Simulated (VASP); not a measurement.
Al2Cu, 3 atoms in the cell. The structure is orthorhombic, space group Fmmm (No. 69). The conventional cell has a = 5.561 Å, b = 5.870 Å, c = 5.918 Å, α = 90.00°, β = 90.00°, γ = 90.00°. Within 3.3 Å of Al (site symmetry 222) lie 4 Cu at 2.51 Å and 6 Al at 2.78 to 2.96 Å. Within 3.3 Å of Cu (site symmetry mmm) lie 8 Al at 2.51 Å.  This cell differs from its parent crystal: strain +e along x and -e along y -0.0267, strain +e along z and -e/2 along x and y +0.0233.

| Item | Value |
| --- | --- |
| Program | VASP 6.6.1 |
| Task | single point |
| Functional | PBE |
| Potentials or basis | VASP PAW PBE potentials, release 64 (Al, Cu) |
| Cutoff | 520 eV |
| k mesh | 14 × 14 × 14 |
| Occupations | gaussian, width 0.15 eV |
| Spin | no spin polarisation |
| Dipole correction | no |
| Further INCAR settings | ALGO = Fast; EDIFF = 1e-06; NBANDS = 16 |

Potentials or basis: VASP PAW PBE potentials, release 64 (Al, Cu).

The run is started by

```console
$ cat potpaw_PBE.64/Al/POTCAR potpaw_PBE.64/Cu/POTCAR > POTCAR
$ mpirun -np 1 vasp_std > vasp.out
```

Hardware: 1 thread of Intel(R) Xeon(R) Platinum 8259CL CPU @ 2.50GHz (Skylake/Cascade Lake), on a shared host.

Task: How long does it take, and how much memory?

Result: Wall time 9.2 min on 1 thread of Intel(R) Xeon(R) Platinum 8259CL CPU @ 2.50GHz (Skylake/Cascade Lake), with other jobs on the host, peak memory 0.43 GiB. Counts: scf iterations 17, k points 428.
